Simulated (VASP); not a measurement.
Runs of VASP 6.6.1 on Tl. The structure is that of space group P6_3/mmc (No. 194), or close to it. The cells are those of the table. 

| cell | further INCAR settings | gap on the mesh (eV) | pressure (GPa) |
| --- | --- | --- | --- |
| a = 3.283, b = 3.283, c = 5.663 Å, angles 90.0, 90.0, 120.0°, 2 atoms | ALGO = Fast; EDIFF = 1e-06; NBANDS = 20 | none | 7.2 |
| a = 3.283, b = 3.283, c = 5.249 Å, angles 90.0, 90.0, 120.0°, 2 atoms | ALGO = Fast; EDIFF = 1e-06; NBANDS = 20 | none | 12.9 |
| a = 3.542, b = 3.542, c = 5.801 Å, angles 90.0, 90.0, 120.0°, 2 atoms | ALGO = Fast; EDIFF = 1e-07; NBANDS = 20 | none | -0.2 |
| a = 3.283, b = 3.283, c = 5.801 Å, angles 90.0, 90.0, 120.0°, 2 atoms | ALGO = Fast; EDIFF = 1e-06; NBANDS = 20 | none | (b) |
| a = 3.283, b = 3.283, c = 5.525 Å, angles 90.0, 90.0, 120.0°, 2 atoms | ALGO = Fast; EDIFF = 1e-06; NBANDS = 20 | none | 8.8 |
| a = 3.370, b = 3.370, c = 5.249 Å, angles 90.0, 90.0, 120.0°, 2 atoms | ALGO = Fast; EDIFF = 1e-06; NBANDS = 20 | none | 9.0 |
| a = 3.283, b = 3.283, c = 5.387 Å, angles 90.0, 90.0, 120.0°, 2 atoms | ALGO = Fast; EDIFF = 1e-06; NBANDS = 20 | none | 10.7 |
| a = 3.370, b = 3.370, c = 5.387 Å, angles 90.0, 90.0, 120.0°, 2 atoms | ALGO = Fast; EDIFF = 1e-06; NBANDS = 20 | none | (a) |

Alike in all rows: task single point; level PBE; potentials or basis VASP PAW PBE potentials, release 64 (Tl_d); no spin polarisation; k mesh 18 × 18 × 10; cutoff (eV) 520; smearing gaussian 0.15 eV.

**Question.** Estimate the missing entries.

**Answer.** (a) 7.1; (b) 5.9.

Caveats: spin-orbit coupling is left out, which moves the levels of the heavy elements; the cell stands under pressure (at least some runs).

A k mesh can miss the band edges, and the runs leave out spin-orbit coupling on Tl.

A gap of «none» marks levels without a gap at the run's occupations.
